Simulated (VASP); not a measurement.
# Cr (I4/mmm) in VASP: a series of runs

Cr is run at these levels: PBEsol; tasks: single point.

Everything below comes from runs of VASP 6.6.1. Logs are shortened: lines on timing, memory, paths and dates and some standing lists are left out, and cuts for length are marked.

**1. The cell of the first run**

The structure is tetragonal, space group I4/mmm (No. 139). Conventional cell: a = 2.923 Å, b = 2.923 Å, c = 2.806 Å, α = 90.00°, β = 90.00°, γ = 90.00°. Within 3.3 Å of Cr (site symmetry 4/mmm) lie 14 Cr at 2.50 to 2.92 Å.

**2. Single point, PBEsol**

INCAR reads:

```
PREC = Accurate ; ENCUT = 520
EDIFF = 1E-7 ; ISMEAR = 0
SIGMA = 0.15 ; LREAL = F
LASPH = T ; NELM = 80
ALGO = Fast ; ISIF = 2
LWAVE = F ; LCHARG = F
GGA = PS ; NBANDS = 12
```

KPOINTS reads:

```
Automatic mesh
0
Gamma
  26 26 26
```

POSCAR reads:

```
Cr
1.0
   -1.4617051946      1.4617051946      1.4032369868
    1.4617051946     -1.4617051946      1.4032369868
    1.4617051946      1.4617051946     -1.4032369868
Cr
1
Direct
    0.0000000000      0.0000000000      0.0000000000
```

Potentials or basis: VASP PAW PBE potentials, release 64 (Cr_pv).

Run with:

```
> cat potpaw_PBE.64/Cr_pv/POTCAR > POTCAR
> mpirun -np 1 vasp_std > vasp.out
```

OUTCAR:

```text
PREC = Accurate
   ENCUT = 520
   EDIFF = 1E-7
   ISMEAR = 0
   LREAL = F
   LASPH = T
   NELM = 80
   ISIF = 2
   GGA = PS

 ion  position               nearest neighbor table
   1  0.000  0.000  0.000-

  LATTYP: Found a body centered tetragonal cell.
 ALAT       =     2.9234103892
 C/A-ratio  =     0.9600000000

  Lattice vectors:

 A1 = (  -1.4617051946,   1.4617051946,   1.4032369868)
 A2 = (   1.4617051946,  -1.4617051946,   1.4032369868)
 A3 = (   1.4617051946,   1.4617051946,  -1.4032369868)

Analysis of symmetry for initial positions (statically):
=====================================================================
 Subroutine PRICEL returns:
 Original cell was already a primitive cell.

 Routine SETGRP: Setting up the symmetry group for a
 body centered tetragonal supercell.

 Subroutine GETGRP returns: Found 16 space group operations
 (whereof 16 operations were pure point group operations)
 out of a pool of 16 trial point group operations.

The static configuration has the point symmetry D_4h.

Analysis of symmetry for dynamics (positions and initial velocities):
=====================================================================
 Subroutine PRICEL returns:
 Original cell was already a primitive cell.

 Routine SETGRP: Setting up the symmetry group for a
 body centered tetragonal supercell.

 Subroutine GETGRP returns: Found 16 space group operations
 (whereof 16 operations were pure point group operations)
 out of a pool of 16 trial point group operations.

The dynamic configuration has the point symmetry D_4h.

 Subroutine INISYM returns: Found 16 space group operations
 (whereof 16 operations are pure point group operations),
 and found     1 'primitive' translations

----------------------------------------------------------------------------------------

                                     Primitive cell

  volume of cell :      11.9925

  direct lattice vectors                    reciprocal lattice vectors
    -1.461705195  1.461705195  1.403236987     0.000000000  0.342066240  0.356319000
     1.461705195 -1.461705195  1.403236987     0.342066240  0.000000000  0.356319000
     1.461705195  1.461705195 -1.403236987     0.342066240  0.342066240  0.000000000

  length of vectors
     2.498447156  2.498447156  2.498447156     0.493935767  0.493935767  0.483754716

  position of ions in fractional coordinates (direct lattice)
     0.000000000  0.000000000  0.000000000

  ion indices of the primitive-cell ions
   primitive index   ion index
                 1           1

----------------------------------------------------------------------------------------

 KPOINTS: Automatic mesh

Automatic generation of k-mesh.
 Grid dimensions read from file:
 generate k-points for:   26   26   26

 Generating k-lattice:

  Cartesian coordinates                     Fractional coordinates (reciprocal lattice)
     0.000000000  0.013156394  0.013704577     0.038461538 -0.000000000  0.000000000
     0.013156394  0.000000000  0.013704577    -0.000000000  0.038461538  0.000000000
     0.013156394  0.013156394  0.000000000     0.000000000  0.000000000  0.038461538

  Length of vectors
     0.018997530  0.018997530  0.018605951

  Shift w.r.t. Gamma in fractional coordinates (k-lattice)
     0.000000000  0.000000000  0.000000000

 Subroutine IBZKPT returns following result:
 ===========================================

 Found   1330 irreducible k-points:

 Following reciprocal coordinates:
            Coordinates               Weight
  0.000000  0.000000  0.000000      1.000000
  0.038462  0.000000  0.000000      8.000000
  0.076923  0.000000  0.000000      8.000000
  0.115385  0.000000  0.000000      8.000000
  0.153846 -0.000000  0.000000      8.000000
  0.192308  0.000000 -0.000000      8.000000
[... 16 lines left out ...]
  0.346154  0.038462 -0.000000     16.000000
  0.384615  0.038462 -0.000000     16.000000
 [... further k-points ...]
   k-points           NKPTS =   1330   k-points in BZ     NKDIM =   1330   number of bands    NBANDS=     12
   number of dos      NEDOS =    301   number of ions     NIONS =      1
   total plane-waves  NPLWV =   8000
   dimension x,y,z NGX =    20 NGY =   20 NGZ =   20
   dimension x,y,z NGXF=    40 NGYF=   40 NGZF=   40
   ions per type =               1
   NGX,Y,Z   is equivalent  to a cutoff of  13.31, 13.31, 13.31 a.u.
   NGXF,Y,Z  is equivalent  to a cutoff of  26.62, 26.62, 26.62 a.u.
 SYSTEM =  unknown system
   PREC   = accura    normal or accurate (medium, high low for compatibility)
   ISTART =      0    job   : 0-new  1-cont  2-samecut
   ICHARG =      2    charge: 1-file 2-atom 10-const
   ISPIN  =      1    spin polarized calculation?
   LNONCOLLINEAR =      F non collinear calculations
   LSORBIT =      F    spin-orbit coupling
   LASPH  =      T    aspherical Exc in radial PAW
   ENCUT  =  520.0 eV  38.22 Ry    6.18 a.u.   4.65  4.65  4.65*2*pi/ulx,y,z
   NELM   =     80;   NELMIN=  2; NELMDL= -5     # of ELM steps
   EDIFF  = 0.1E-06   stopping-criterion for ELM
   LREAL  =      F    real-space projection
   EDIFFG = 0.1E-05   stopping-criterion for IOM
   NSW    =      0    number of steps for IOM
   IBRION =     -1    ionic relax: 0-MD 1-quasi-New 2-CG
   NFREE  =      0    steps in history (QN), initial steepest desc. (CG)
   ISIF   =      2    stress and relaxation
   ISYM   =      2    0-nonsym 1-usesym 2-fastsym
   POTIM  = 0.5000    time-step for ionic-motion
   TEBEG  =    0.0;   TEEND  =   0.0 temperature during run
   PSTRESS=    0.0 pullay stress
   NELECT =      12.0000    total number of electrons
   NUPDOWN=      -1.0000    fix difference up-down
   EMIN   =  10.00;   EMAX   =-10.00  energy-range for DOS
   EFERMI =   0.00;   METHOD = LEGACY
   ISMEAR =     0;   SIGMA  =   0.15  broadening in eV -4-tet -1-fermi 0-gaus
   EFERMI_NEDOS =   21; number of points for ismear=-14 and -15
   IALGO  =     68    algorithm
   IMIX   =      4    mixing-type and parameters
     AMIX     =   0.40;   BMIX     =  1.00
     AMIX_MAG =   1.60;   BMIX_MAG =  1.00
  volume/ion in A,a.u.               =      11.99        80.93
  Fermi-wavevector in a.u.,A,eV,Ry     =   1.637439  3.094310 36.480015  2.681205
  Thomas-Fermi vector in A             =   2.728578
   LORBIT       =      0    0 simple, 1 ext, 2 COOP (PROOUT), +10 PAW based schemes
   GGA     = PS    functional components
   LHFCALC =     F    Hartree Fock is set to
   AEXX    =    0.0000 exact exchange contribution
   IVDW    =     0    specifies the selected vdW correction
   LEPSILON=     F    determine dielectric tensor
   LRPA    =     F    only Hartree local field effects (RPA)
 non-spin polarized calculation
 RMM-DIIS sequential band-by-band and
 Gauss-broadening in eV      SIGMA  =   0.15
  energy-cutoff  :      520.00
  volume of cell :       11.99
 maximum number of plane-waves:       338
   NGX =  9   NGY =  9   NGZ =  9

 number of electron      11.9999995 magnetization

 Free energy of the ion-electron system (eV)
  ---------------------------------------------------
  ext. energy  EPLUGINS =         0.00000000
  ---------------------------------------------------
  free energy    TOTEN  =       -10.18066616 eV

  energy without entropy =      -10.17179596  energy(sigma->0) =      -10.17623106

 E-fermi :  10.2977     XC(G=0): -13.6144

 val. band max:       10.2973430371   @ k =  -0.2308  -0.3462   0.2308
 cond. band min:      10.2978537861   @ k =  -0.2308  -0.2308   0.1154
 fundamental gap:      0.0005107490
 Fermi energy:        10.2976784618

 k-point     1 :       0.0000    0.0000    0.0000
  band No.  band energies     occupation
      1     -32.3381      2.00000
      2     -32.3381      2.00000
      3     -32.3159      2.00000
      4       2.5538      2.00000
      5       9.2265      2.00000
      6       9.5578      2.00000
      7       9.5578      2.00000
      8      11.1792      0.00000
      9      11.5215      0.00000
     10      17.3655      0.00000
     11      31.9969      0.00000
     12      31.9989      0.00000

 k-point     2 :       0.0385    0.0000    0.0000
  band No.  band energies     occupation
      1     -32.3458      2.00000
      2     -32.3421      2.00000
      3     -32.3209      2.00000
      4       2.6180      2.00000
      5       9.2343      2.00000
      6       9.5525      2.00000
      7       9.5670      2.00000
      8      11.1772      0.00000
      9      11.4999      0.00000
     10      17.3654      0.00000
     11      31.9236      0.00000
     12      32.0387      0.00000

 k-point     3 :       0.0769    0.0000    0.0000
  band No.  band energies     occupation
      1     -32.3781      2.00000
      2     -32.3538      2.00000
      3     -32.3260      2.00000
      4       2.8084      2.00000
      5       9.2218      2.00000
      6       9.5326      2.00000
      7       9.6311      2.00000
      8      11.1691      0.00000
      9      11.4468      0.00000
     10      17.3654      0.00000
     11      31.6355      0.00000
     12      32.1597      0.00000
[... 286 lines left out ...]
 k-point    23 :       0.3462    0.0385   -0.0000
  band No.  band energies     occupation
      1     -33.0148      2.00000
      2     -32.5633      2.00000
      3     -32.3472      2.00000
      4       5.9686      2.00000
      5       8.0826      2.00000
      6       9.7889      2.00000
      7      11.3066      0.00000
      8      11.7444      0.00000
      9      12.3436      0.00000
     10      17.3644      0.00000
     11      22.6387      0.00000
     12      27.7815      0.00000

 k-point    24 :       0.3846    0.0385   -0.0000
  band No.  band energies     occupation
      1     -33.0768      2.00000
      2     -32.5851      2.00000
      3     -32.3483      2.00000
      4       6.0489      2.00000
      5       7.9713      2.00000
      6      10.3040      0.95259
      7      11.3890      0.00000
      8      11.8186      0.00000
      9      12.7121      0.00000
     10      17.3637      0.00000
     11      21.4381      0.00000
     12      27.3316      0.00000

 [... further k-points ...]

------------------------ aborting loop because EDIFF is reached ----------------------------------------

  FORCE on cell =-STRESS in cart. coord.  units (eV):
  Direction    XX          YY          ZZ          XY          YZ          ZX
  --------------------------------------------------------------------------------------
  -------------------------------------------------------------------------------------
  Total       -1.6640406     -1.6640406     -0.6907307      0.0000000      0.0000000      0.0000000
  in kB     -222.3125164   -222.3125164    -92.2802473      0.0000000      0.0000000      0.0000000
  external PRESSURE =    -178.9684267 kB  Pullay stress =       0.0000000 kB

 VOLUME and BASIS-vectors are now :
 -----------------------------------------------------------------------------
  energy-cutoff  :      520.00
  volume of cell :       11.99
      direct lattice vectors                 reciprocal lattice vectors
    -1.461705195  1.461705195  1.403236987     0.000000000  0.342066240  0.356319000
     1.461705195 -1.461705195  1.403236987     0.342066240  0.000000000  0.356319000
     1.461705195  1.461705195 -1.403236987     0.342066240  0.342066240  0.000000000

 POSITION                                       TOTAL-FORCE (eV/Angst)
 -----------------------------------------------------------------------------------
      0.00000      0.00000      0.00000         0.000000     -0.000000     -0.000000
 -----------------------------------------------------------------------------------
    total drift:                                0.000000     -0.000000     -0.000000

  FREE ENERGIE OF THE ION-ELECTRON SYSTEM (eV)
  ---------------------------------------------------
  free  energy   TOTEN  =       -10.1806661578 eV

  energy  without entropy=      -10.1717959607  energy(sigma->0) =      -10.17623106
```

Wall time 77 s (1 thread of Intel Xeon 6975P-C (Granite Rapids), shared host); peak memory 0.28 GiB.

What came out:

```
Free energy            : -10.1807 eV
Pressure               : -17.9 GPa
Band gap on the k mesh : zero (band 6 reaches 12.62 eV, above the bottom of band 7 at 9.50 eV)
```

Stress tensor (GPa, compression positive):
```
-22.23   0.00   0.00
  0.00 -22.23   0.00
  0.00   0.00  -9.23
```

Caveat: the PAW data sets were made with another functional, which shifts forces and pressure a little; the run has no spin polarisation, though such a crystal can be magnetic.

**3. Single point, PBEsol**

INCAR reads:

```
  PREC = Accurate
  ENCUT = 520
  EDIFF = 1E-7
  ISMEAR = 0
  SIGMA = 0.15
  LREAL = F
  LASPH = T
  NELM = 80
  ALGO = Fast
  ISIF = 2
  LWAVE = F
  LCHARG = F
  GGA = PS
  NBANDS = 12
```

KPOINTS is that of step 2.

POSCAR reads:

```
Cr
1.0
   -1.4186886743      1.4186886743      1.4896231080
    1.4186886743     -1.4186886743      1.4896231080
    1.4186886743      1.4186886743     -1.4896231080
Cr
1
Direct
    0.0000000000      0.0000000000      0.0000000000
```

Potentials or basis: VASP PAW PBE potentials, release 64 (Cr_pv).

Run with:

```
> cat potpaw_PBE.64/Cr_pv/POTCAR > POTCAR
> mpirun -np 1 vasp_std > vasp.out
```

It took 74 s on 1 thread of Intel Xeon 6975P-C (Granite Rapids), shared host; peak memory 0.29 GiB.

It converged, with:

```
Free energy            : -10.1757 eV
Pressure               : -17.8 GPa
Band gap on the k mesh : zero (band 6 reaches 12.58 eV, above the bottom of band 7 at 9.65 eV)
```

Stress tensor (GPa, compression positive):
```
-12.90   0.00   0.00
  0.00 -12.90   0.00
  0.00   0.00 -27.52
```

Levels at points of the mesh, in eV from the Fermi level:
```csv
k point,band 2,band 3,band 4,band 5,band 6,band 7,band 8,band 9,band 10,band 11
"(0.00, 0.00, 0.00)",-42.62,-42.62,-7.74,-0.97,-0.97,-0.60,0.86,1.24,7.07,21.33
"(0.50, 0.00, 0.00)",-42.87,-42.63,-4.25,-2.17,0.83,0.89,1.42,2.68,7.06,9.33
"(0.50, 0.50, 0.00)",-42.92,-42.65,-4.29,-2.62,1.31,1.33,1.52,2.75,7.06,9.80
"(0.50, 0.50, 0.50)",-43.16,-43.16,-4.19,-4.04,2.28,2.37,2.37,7.07,9.09,10.83
```

Caveat: the PAW data sets were made with another functional, which shifts forces and pressure a little; the run has no spin polarisation, though such a crystal can be magnetic.
